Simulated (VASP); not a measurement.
# Al3Sb2P (P4mm) in VASP: further runs

Runs on Al3Sb2P. Level: PBE. Tasks: single point, relaxation of cell and atoms.

All numbers are computed with VASP 6.6.1; they aren't measurements. Logs are shortened: lines on timing, memory, paths and dates and some standing lists are left out, and cuts for length are marked.

## Step 1: The cell of the first run

The structure is tetragonal, space group P4mm (No. 99). The conventional cell has a = 3.700 Å, b = 3.700 Å, c = 8.052 Å, α = 90.00°, β = 90.00°, γ = 90.00°. Within 3.5 Å of Al (site symmetry 2mm) lie 4 Al at 2.62 Å and 4 Sb at 2.82 to 2.84 Å. Within 3.6 Å of Al (site symmetry 4mm) lie 5 Sb at 2.77 to 2.86 Å and 4 P at 3.27 Å and 4 Al at 3.58 Å. Within 3.6 Å of Sb (site symmetry 4mm) lie 8 Al at 2.77 to 2.84 Å and 1 P at 2.88 Å. Sb (site symmetry 4mm) has 4 P at 2.76 Å and 5 Al at 2.82 to 2.86 Å within 3.6 Å. P (site symmetry 4mm) has 5 Sb at 2.76 to 2.88 Å and 8 Al at 3.27 to 3.54 Å within 3.6 Å.

## Step 2: Single point, PBE

Contents of INCAR:

```
SYSTEM = Al3Sb2P
ALGO = Normal ; EDIFF = 1E-6
ENCUT = 520 ; GGA = PE
ISIF = 2 ; ISMEAR = 0
LASPH = .True. ; LCHARG = .False.
LREAL = .False. ; LWAVE = .False.
NBANDS = 21 ; NELM = 100
PREC = Accurate ; SIGMA = 0.1
```

Contents of KPOINTS:

```
k-points
0
Gamma
  6 6 2
  0 0 0
```

Contents of POSCAR:

```
Al3Sb2P
1.0
    3.6996788600      0.0000000000      0.0000000000
    0.0000000000      3.6996788600      0.0000000000
    0.0000000000      0.0000000000      8.0520470900
Al Sb P
3 2 1
Direct
    0.5000000000      0.0000000000      0.9983087800
    0.0000000000      0.5000000000      0.9983087800
    0.0000000000      0.0000000000      0.3792572600
    0.5000000000      0.5000000000      0.2665635600
    0.0000000000      0.0000000000      0.7339377400
    0.5000000000      0.5000000000      0.6236239100
```

Potentials or basis: VASP PAW PBE potentials, release 64 (Al, Sb, P).

Started as:

```sh
> cat potpaw_PBE.64/Al/POTCAR potpaw_PBE.64/Sb/POTCAR potpaw_PBE.64/P/POTCAR > POTCAR
> mpirun -np 1 vasp_std > vasp.out
```

OUTCAR:

```text
SYSTEM = Al3Sb2P
   EDIFF = 1E-6
   ENCUT = 520
   GGA = PE
   ISIF = 2
   ISMEAR = 0
   LASPH = .True.
   LREAL = .False.
   NELM = 100
   PREC = Accurate

 ion  position               nearest neighbor table
   1  0.500  0.000  0.998-   2 2.62   2 2.62   2 2.62   2 2.62   5 2.82   5 2.82   4 2.84   4 2.84

   2  0.000  0.500  0.998-   1 2.62   1 2.62   1 2.62   1 2.62   5 2.82   5 2.82   4 2.84   4 2.84

   3  0.000  0.000  0.379-   4 2.77   4 2.77   4 2.77   4 2.77   5 2.86
   4  0.500  0.500  0.267-   3 2.77   3 2.77   3 2.77   3 2.77   2 2.84   2 2.84   1 2.84   1 2.84
                             6 2.88
   5  0.000  0.000  0.734-   6 2.76   6 2.76   6 2.76   6 2.76   2 2.82   1 2.82   1 2.82   2 2.82
                             3 2.86
   6  0.500  0.500  0.624-   5 2.76   5 2.76   5 2.76   5 2.76   4 2.88

  LATTYP: Found a simple tetragonal cell.
 ALAT       =     3.6996788600
 C/A-ratio  =     2.1764178445

  Lattice vectors:

 A1 = (   3.6996788600,   0.0000000000,   0.0000000000)
 A2 = (   0.0000000000,   3.6996788600,   0.0000000000)
 A3 = (   0.0000000000,   0.0000000000,   8.0520470900)

Analysis of symmetry for initial positions (statically):
=====================================================================
 Subroutine PRICEL returns:
 Original cell was already a primitive cell.

 Routine SETGRP: Setting up the symmetry group for a
 simple tetragonal supercell.

 Subroutine GETGRP returns: Found  8 space group operations
 (whereof  8 operations were pure point group operations)
 out of a pool of 16 trial point group operations.

The static configuration has the point symmetry C_4v.

Analysis of symmetry for dynamics (positions and initial velocities):
=====================================================================
 Subroutine PRICEL returns:
 Original cell was already a primitive cell.

 Routine SETGRP: Setting up the symmetry group for a
 simple tetragonal supercell.

 Subroutine GETGRP returns: Found  8 space group operations
 (whereof  8 operations were pure point group operations)
 out of a pool of 16 trial point group operations.

The dynamic configuration has the point symmetry C_4v.

 Subroutine INISYM returns: Found  8 space group operations
 (whereof  8 operations are pure point group operations),
 and found     1 'primitive' translations

[... 98 lines left out ...]
   LREAL  =      F    real-space projection
   EDIFFG = 0.1E-04   stopping-criterion for IOM
   NSW    =      0    number of steps for IOM
   IBRION =     -1    ionic relax: 0-MD 1-quasi-New 2-CG
   NFREE  =      0    steps in history (QN), initial steepest desc. (CG)
   ISIF   =      2    stress and relaxation
   ISYM   =      2    0-nonsym 1-usesym 2-fastsym
   POTIM  = 0.5000    time-step for ionic-motion
   TEBEG  =    0.0;   TEEND  =   0.0 temperature during run
   PSTRESS=    0.0 pullay stress
   NELECT =      24.0000    total number of electrons
   NUPDOWN=      -1.0000    fix difference up-down
   EMIN   =  10.00;   EMAX   =-10.00  energy-range for DOS
   EFERMI =   0.00;   METHOD = LEGACY
   ISMEAR =     0;   SIGMA  =   0.10  broadening in eV -4-tet -1-fermi 0-gaus
   EFERMI_NEDOS =   21; number of points for ismear=-14 and -15
   IALGO  =     38    algorithm
   IMIX   =      4    mixing-type and parameters
     AMIX     =   0.40;   BMIX     =  1.00
     AMIX_MAG =   1.60;   BMIX_MAG =  1.00
  volume/ion in A,a.u.               =      18.37       123.96
  Fermi-wavevector in a.u.,A,eV,Ry     =   0.984919  1.861227 13.198538  0.970065
  Thomas-Fermi vector in A             =   2.116187
   LORBIT       =      0    0 simple, 1 ext, 2 COOP (PROOUT), +10 PAW based schemes
   GGA     = PE    functional components
   LHFCALC =     F    Hartree Fock is set to
   AEXX    =    0.0000 exact exchange contribution
   IVDW    =     0    specifies the selected vdW correction
   LEPSILON=     F    determine dielectric tensor
   LRPA    =     F    only Hartree local field effects (RPA)
 non-spin polarized calculation
 Gauss-broadening in eV      SIGMA  =   0.10
  energy-cutoff  :      520.00
  volume of cell :      110.21
 maximum number of plane-waves:      3000
 NGX is ok and might be reduce to    28
   NGX = 13   NGY = 13   NGZ = 29

 number of electron      24.0000001 magnetization

 Free energy of the ion-electron system (eV)
  ---------------------------------------------------
  ext. energy  EPLUGINS =         0.00000000
  ---------------------------------------------------
  free energy    TOTEN  =       -22.11821871 eV

  energy without entropy =      -22.10692067  energy(sigma->0) =      -22.11256969

 E-fermi :   9.3544     XC(G=0): -10.6041

 val. band max:        9.3440825121   @ k =   0.3333   0.3333   0.5000
 cond. band min:       9.4175093388   @ k =   0.5000   0.0000   0.0000
 fundamental gap:      0.0734268267
 Fermi energy:         9.3544021498

 k-point     1 :       0.0000    0.0000    0.0000
  band No.  band energies     occupation
      1      -4.6098      2.00000
      2      -2.8079      2.00000
      3      -0.7994      2.00000
      4       3.8159      2.00000
      5       5.4884      2.00000
      6       5.9035      2.00000
[... 469 lines left out ...]
     20      16.0457      0.00000
     21      16.1746      0.00000

------------------------ aborting loop because EDIFF is reached ----------------------------------------

  FORCE on cell =-STRESS in cart. coord.  units (eV):
  Direction    XX          YY          ZZ          XY          YZ          ZX
  --------------------------------------------------------------------------------------
  -------------------------------------------------------------------------------------
  Total       10.9212306     10.9212306      9.0207236      0.0000000      0.0000000      0.0000000
  in kB      158.7624516    158.7624516    131.1346911      0.0000000      0.0000000      0.0000000
  external PRESSURE =     149.5531981 kB  Pullay stress =       0.0000000 kB

 VOLUME and BASIS-vectors are now :
 -----------------------------------------------------------------------------
  energy-cutoff  :      520.00
  volume of cell :      110.21
      direct lattice vectors                 reciprocal lattice vectors
     3.699678860  0.000000000  0.000000000     0.270293730  0.000000000  0.000000000
     0.000000000  3.699678860  0.000000000     0.000000000  0.270293730  0.000000000
     0.000000000  0.000000000  8.052047090     0.000000000  0.000000000  0.124192021

 POSITION                                       TOTAL-FORCE (eV/Angst)
 -----------------------------------------------------------------------------------
      1.84984      0.00000      8.03843        -0.000000     -0.000000      0.151886
      0.00000      1.84984      8.03843        -0.000000     -0.000000      0.151886
      0.00000      0.00000      3.05380        -0.000000     -0.000000      0.395251
      1.84984      1.84984      2.14638         0.000000      0.000000      0.821345
      0.00000      0.00000      5.90970        -0.000000     -0.000000     -1.330632
      1.84984      1.84984      5.02145        -0.000000      0.000000     -0.189735
 -----------------------------------------------------------------------------------
    total drift:                               -0.000000      0.000000     -0.000346

  FREE ENERGIE OF THE ION-ELECTRON SYSTEM (eV)
  ---------------------------------------------------
  free  energy   TOTEN  =       -22.1182187115 eV

  energy  without entropy=      -22.1069206693  energy(sigma->0) =      -22.11256969
```

OSZICAR:

```text
N       E                     dE             d eps       ncg     rms          rms(c)
DAV:   1     0.747004701812E+02    0.74700E+02   -0.87491E+03   840   0.940E+02
DAV:   2    -0.168319248875E+02   -0.91532E+02   -0.87470E+02  1049   0.145E+02
DAV:   3    -0.224248063529E+02   -0.55929E+01   -0.54937E+01  1095   0.364E+01
DAV:   4    -0.224947763442E+02   -0.69970E-01   -0.69839E-01  1015   0.456E+00
DAV:   5    -0.224957906416E+02   -0.10143E-02   -0.10143E-02  1039   0.629E-01    0.647E+00
DAV:   6    -0.221561730122E+02    0.33962E+00   -0.12452E+00   989   0.489E+00    0.392E+00
DAV:   7    -0.221273889932E+02    0.28784E-01   -0.17900E-01  1009   0.195E+00    0.194E+00
DAV:   8    -0.221191487985E+02    0.82402E-02   -0.42077E-02  1024   0.931E-01    0.322E-01
DAV:   9    -0.221182080168E+02    0.94078E-03   -0.53543E-03   993   0.355E-01    0.165E-01
DAV:  10    -0.221182168758E+02   -0.88590E-05   -0.50371E-04  1035   0.106E-01    0.844E-02
DAV:  11    -0.221182165110E+02    0.36481E-06   -0.45489E-05  1016   0.337E-02    0.325E-02
DAV:  12    -0.221182194794E+02   -0.29684E-05   -0.87875E-06  1013   0.159E-02    0.413E-03
DAV:  13    -0.221182187115E+02    0.76789E-06   -0.76230E-07   625   0.465E-03
   1 F= -.22118219E+02 E0= -.22112570E+02  d E =-.112980E-01
```

Wall time 17 s (1 thread of Intel Xeon 6975P-C (Granite Rapids), shared host); peak memory 0.22 GiB.

What came out:

```
Free energy            : -22.1182 eV
Pressure               : 15.0 GPa
Largest force          : 1.331 eV/Å
Band gap on the k mesh : zero (band 12 reaches 10.35 eV, above the bottom of band 13 at 7.19 eV)
```

Forces on the atoms (eV/Å):
```
Al   0.000  0.000  0.152
Al   0.000  0.000  0.152
Al   0.000  0.000  0.395
Sb   0.000  0.000  0.821
Sb   0.000  0.000 -1.331
P    0.000  0.000 -0.190
```

Levels at points of the mesh, in eV from the Fermi level:
```tsv
k point	band 7	band 8	band 9	band 10	band 11	band 12	band 13	band 14	band 15	band 16
(0.00, 0.00, 0.00)	-3.45	-2.89	-1.59	-1.59	-0.05	0.16	0.16	0.66	0.75	2.46
(0.50, 0.00, 0.00)	-2.22	-1.76	-1.28	-1.18	-0.50	0.06	0.06	1.19	1.55	2.79
(0.50, 0.50, 0.00)	-5.45	-5.03	-4.87	-3.92	-3.50	-3.50	-0.30	0.64	1.46	1.92
(0.00, 0.00, 0.50)	-3.31	-2.11	-2.11	-0.98	0.76	0.99	1.10	1.16	1.16	1.67
(0.50, 0.00, 0.50)	-5.05	-3.71	-1.17	-0.45	-0.22	0.79	1.03	1.45	2.06	3.00
(0.50, 0.50, 0.50)	-6.15	-5.40	-4.09	-2.69	-2.28	-2.16	-2.16	-1.25	-0.54	-0.54
```

Caveat: the k points lie up to 0.39 Å⁻¹ apart; spin-orbit coupling is left out, which moves the levels of the heavy elements; forces of over 1 eV/Å act on the atoms, so gaps and moduli don't describe the material at rest.

(Part 1 of 2 ends here.)
